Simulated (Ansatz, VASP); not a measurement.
Hg in VASP and in Ansatz

INCAR

```
PREC = Accurate
ENCUT = 520
EDIFF = 1E-6
ISMEAR = -1
SIGMA = 0.08
LREAL = False
LASPH = True
NELM = 80
ALGO = Normal
ISIF = 2
LWAVE = False
LCHARG = False
GGA = PE
NBANDS = 12
```

The input KPOINTS:

```
regular mesh
0
Gamma
  12 12 12
```

POSCAR

```
Hg
1.0
    2.5857698834      0.0000000000      0.0000000000
    0.0000000000      2.5857698834      0.0000000000
    0.0000000000      0.0000000000      2.5857698834
Hg
1
Direct
    0.0000000000      0.0000000000      0.0000000000
```

Input for Ansatz:

```yaml
crystal:
  lattice:
    - [2.5857698834, 0.0, 0.0]
    - [0.0, 2.5857698834, 0.0]
    - [0.0, 0.0, 2.5857698834]
  atoms:
    - { symbol: Hg, position: [0.0, 0.0, 0.0] }
kpoints:
  mp_grid: { grid: [12, 12, 12] }
scf:
  occupations: { method: fermi_dirac, width: 0.08 }
hamiltonian:
  xc: pbe
  pseudopotentials: { kind: all_electron, lapw: { basis_error: 0.001 } }
output:
  forces: true
  stress: true
  eigenvalues: true
  populations: true
```

Change from the starting cell: volume scaled by 0.58, LAPW.

Alike in both runs: task single point; functional PBE; k mesh 12 × 12 × 12; occupations fermi-dirac, width 0.08 eV; no spin polarisation.

|  | VASP | Ansatz |
| --- | --- | --- |
| version | VASP 6.6.1 | Ansatz 0.2.0 |
| potentials or method | VASP PAW PBE potentials, release 64 (Hg), cutoff 520 eV | all-electron LAPW, scalar-relativistic |

|  | VASP | Ansatz | Ansatz less VASP |
| --- | --- | --- | --- |
| pressure (GPa) | 69.3 | 66.1 | -3.13 |

Both programs put the cell under a high pressure, so it lies far from rest at this level. Ansatz ran all-electron here, and VASP with PAW potentials.

Neither program's run includes spin-orbit coupling. Noted on VASP's run: the cell as given lies far from equilibrium.
